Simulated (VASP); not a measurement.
Crystal: Ru.

```
Ru
1.0
     2.44628    0.00000    0.00000
     0.00000    2.44628    0.00000
     0.00000    0.00000    2.44628
Ru
1
Direct
  0.00000 0.00000 0.00000
```

| Quantity | Value |
| --- | --- |
| Program | VASP 6.6.1 |
| Task | relaxation of cell and atoms |
| Functional | RPBE |
| Potentials or basis | VASP PAW PBE potentials, release 64 (Ru_pv) |
| Cutoff | 600 eV |
| k mesh | 13 × 13 × 13 |
| Occupations | fermi-dirac, width 0.1 eV |
| Spin | no spin polarisation |

At the start: pressure 25.3 GPa; volume 14.64 Å³/atom.

Task: Where does the relaxation end?

Result: Over 17 steps the energy falls by 106.8 meV/atom and the volume is 16.12 Å³/atom (+10.1 %); space group Pm-3m (No. 221, to 0.05 Å).

The path:
| step | energy change (eV) | largest force (eV/Å) | pressure (GPa) | volume (Å³) |
| --- | --- | --- | --- | --- |
| 1 | 0.0000 | 0.0000 | 25.29 | 14.64 |
| 2 | 0.3000 | 0.0000 | -26.26 | 20.10 |
| 3 | -0.1062 | 0.0000 | -1.58 | 16.25 |
| 4 | -0.1068 | 0.0000 | -0.22 | 16.14 |
| 5 | -0.1068 | 0.0000 | 0.18 | 16.11 |
| 6 | -0.1068 | 0.0000 | 0.18 | 16.11 |
| 7 | -0.1068 | 0.0000 | 0.17 | 16.11 |
| 8 | -0.1068 | 0.0000 | 0.16 | 16.11 |
| 9 | -0.1068 | 0.0000 | 0.16 | 16.11 |
| 10 | -0.1068 | 0.0000 | 0.16 | 16.11 |
| 11 | -0.1068 | 0.0000 | 0.16 | 16.11 |
| 12 | -0.1068 | 0.0000 | 0.16 | 16.11 |
| 13 | -0.1068 | 0.0000 | 0.17 | 16.11 |
| 14 | -0.1068 | 0.0000 | 0.17 | 16.11 |
| 15 | -0.1068 | 0.0000 | 0.15 | 16.12 |
| 16 | -0.1068 | 0.0000 | 0.12 | 16.12 |
| 17 | -0.1068 | 0.0000 | 0.09 | 16.12 |

Final structure:
```
Ru
1.0
     2.52612    0.00000    0.00000
     0.00000    2.52612    0.00000
     0.00000    0.00000    2.52612
Ru
1
Direct
  0.00000 0.00000 0.00000
```

Caveat: the PAW data sets were made with another functional, which shifts forces and pressure a little.
